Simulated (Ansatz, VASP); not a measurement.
**LiGa2 in VASP and in Ansatz**

```
CELL_PARAMETERS angstrom
5.72108 0.00000 0.00000
0.00000 5.72108 0.00000
0.00000 0.00000 3.68495
ATOMIC_POSITIONS crystal
Li 0.00000 0.00000 0.00000
Li 0.50000 0.50000 0.50000
Ga 0.30600 0.30600 0.00000
Ga 0.19400 0.80600 0.50000
Ga 0.69400 0.69400 0.00000
Ga 0.80600 0.19400 0.50000
```

Alike in both runs: task single point; functional PBE; k mesh 4 × 4 × 6; occupations gaussian, width 0.1 eV; no spin polarisation.

|  | VASP | Ansatz |
| --- | --- | --- |
| version | VASP 6.6.1 | Ansatz 0.2.0 |
| potentials or method | VASP PAW PBE potentials, release 64 (Li_sv, Ga_d), cutoff 520 eV | scalar-relativistic, plane waves, PAW |
| valence electrons in the cell | 58 | 58 |

```csv
,VASP,Ansatz,Ansatz less VASP
gap on the k mesh at the Fermi level (eV),none,none,-
rms of the force components (eV/Å),0.179,0.177,-0.0021
```

Atom by atom the forces differ by 0.002 eV/Å (rms over components). A gap of «none» marks a metal or a gap that the smearing closes.

Noted on VASP's run: the cutoff is under 1.25 times that of the potentials, so the pressure is a little rough.
